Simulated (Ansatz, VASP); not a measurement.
**TiTe2 in VASP and in Ansatz**

File POSCAR:

```
TiTe2
1.0
    0.0000000000      3.4401227243      3.4401227243
    3.4401227243      0.0000000000      3.4401227243
    3.4401227243      3.4401227243      0.0000000000
Ti Te
1 2
Direct
    0.0000000000      0.0000000000      0.0000000000
    0.2500000000      0.2500000000      0.2500000000
    0.7500000000      0.7500000000      0.7500000000
```

File INCAR.step1:

```
PREC = Accurate ; ENCUT = 520
ISMEAR = -1 ; SIGMA = 0.02
LREAL = F ; LASPH = T
NELM = 80 ; NBANDS = 19
GGA = PE ; ALGO = Normal
EDIFF = 1E-4 ; LWAVE = T
LCHARG = F
```

Contents of INCAR.step2:

```
PREC = Accurate ; ENCUT = 520
EDIFF = 1E-6 ; ISMEAR = -1
SIGMA = 0.02 ; LREAL = F
LASPH = T ; NELM = 80
ALGO = Normal ; ISIF = 2
LWAVE = F ; LCHARG = T
METAGGA = R2SCAN ; LMIXTAU = T
LELF = T ; LVHAR = T
NBANDS = 19 ; ISTART = 1
```

KPOINTS

```
Automatic mesh
0
Gamma
  4 4 4
```

Input for Ansatz:

```yaml
crystal:
  lattice:
    - [0.0, 3.4401227243, 3.4401227243]
    - [3.4401227243, 0.0, 3.4401227243]
    - [3.4401227243, 3.4401227243, 0.0]
  atoms:
    - { symbol: Ti, position: [0.0, 0.0, 0.0] }
    - { symbol: Te, position: [0.25, 0.25, 0.25] }
    - { symbol: Te, position: [0.75, 0.75, 0.75] }
kpoints:
  mp_grid: { grid: [4, 4, 4] }
hamiltonian:
  xc: r2scan
scf:
  occupations: { method: fermi_dirac, width: 0.02 }
  n_extra_bands: 4
output:
  forces: true
  stress: true
  eigenvalues: true
```

Alike in both runs: task single point; functional r2SCAN; k mesh 4 × 4 × 4; occupations fermi-dirac, width 0.02 eV; no spin polarisation.

```csv
,VASP,Ansatz
version,VASP 6.6.1,Ansatz 0.2.0
potentials or method,"VASP PAW PBE potentials, release 64 (Ti_sv, Te)","plane waves, PAW"
plane-wave cutoff (eV),520,500
valence electrons in the cell,24,44
```

|  | VASP | Ansatz | Ansatz less VASP |
| --- | --- | --- | --- |
| pressure (GPa) | 0.5 | 0.4 | -0.09 |

VASP's potentials were made for PBE, not for r2SCAN. With one functional, cell and mesh, what is left measures potentials, basis and numerics. VASP's potentials hold 24 valence electrons a cell and Ansatz's 44, so a difference there can come from the potentials and not from the codes.

The k mesh is coarse, so the values compare programs but aren't converged. Neither program's run includes spin-orbit coupling.
